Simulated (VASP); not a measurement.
Set up this calculation in VASP 6.6.1, as the native input.

```yaml
Task: single point
Functional: PBE
Potentials_or_basis: VASP PAW PBE potentials, release 64 (Pt, S)
Cutoff: 520 eV
k_mesh: 3 × 3 × 1
Occupations: methfessel-paxton, width 0.0680285 eV
Spin: no spin polarisation
Dipole_correction: no
Further_INCAR_settings: ALGO = Normal; EDIFF = 1e-06; NBANDS = 18
```

The structure of PtS2 lies in POSCAR:

```
PtS2
1.0
    3.5431994758      0.0000000000      0.0000000000
   -1.7715997379      3.0685007567      0.0000000000
    0.0000000000      0.0000000000      5.0388000000
Pt S
1 2
Direct
    0.4400000000      0.0910000000      0.7480000000
    0.7733333333      0.7576666667      0.9980000000
    1.1066666667      0.4243333333      1.4980000000
```

The input as run:

INCAR

```
SYSTEM = PtS2
PREC = Accurate
ENCUT = 520
EDIFF = 1E-6
ISMEAR = 1
SIGMA = 0.06802846561497
LREAL = .False.
LASPH = .True.
NELM = 60
ALGO = Normal
ISIF = 2
LWAVE = .False.
LCHARG = .False.
GGA = PE
NBANDS = 18
```

KPOINTS

```
Automatic mesh
0
Gamma
  3 3 1
  0 0 0
```

Potentials or basis: VASP PAW PBE potentials, release 64 (Pt, S).

Command:

```bash
$ cat potpaw_PBE.64/Pt/POTCAR potpaw_PBE.64/S/POTCAR > POTCAR
$ mpirun -np 1 vasp_std > vasp.out
```

It gave:

```json
{
  "Pressure": "0.4 GPa",
  "Largest force": "0.513 eV/Å",
  "Band gap on the k mesh": "0.52 eV, indirect (least direct gap 1.74 eV)"
}
```

Caveat: the k points lie up to 1.25 Å⁻¹ apart; spin-orbit coupling is left out, which moves the levels of the heavy elements.

Wall time 9.2 s on 1 thread of AMD EPYC 7R43 64-Core Processor (Zen 3), on a shared host, peak memory 0.13 GiB.
